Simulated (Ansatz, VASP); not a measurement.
AlP: VASP beside Ansatz

```
Al P
1.0
     0.00000    2.73930    2.73930
     2.73930    0.00000    2.73930
     2.73930    2.73930    0.00000
Al P
1 1
Direct
  0.00000 0.00000 0.00000
  0.25000 0.25000 0.25000
```

Alike in both runs: functional r2SCAN; k mesh 12 × 12 × 12; occupations fermi-dirac, width 0.08 eV; no spin polarisation.

Ansatz relaxed the structure, and its values are those at the end. VASP's run is a single point on that final structure, the one shown.

|  | VASP | Ansatz |
| --- | --- | --- |
| version | VASP 6.6.1 | Ansatz 0.2.0 |
| potentials or method | VASP PAW PBE potentials, release 64 (Al, P) | PAW with Ansatz's default frozen-core files, scalar-relativistic |
| plane-wave cutoff (eV) | 550 | 500 |
| valence electrons in the cell | 8 | 8 |

|  | VASP | Ansatz | Ansatz less VASP |
| --- | --- | --- | --- |
| pressure (GPa) | -0.3 | 0.0 | +0.30 |

VASP's potentials were made for PBE, not for r2SCAN.
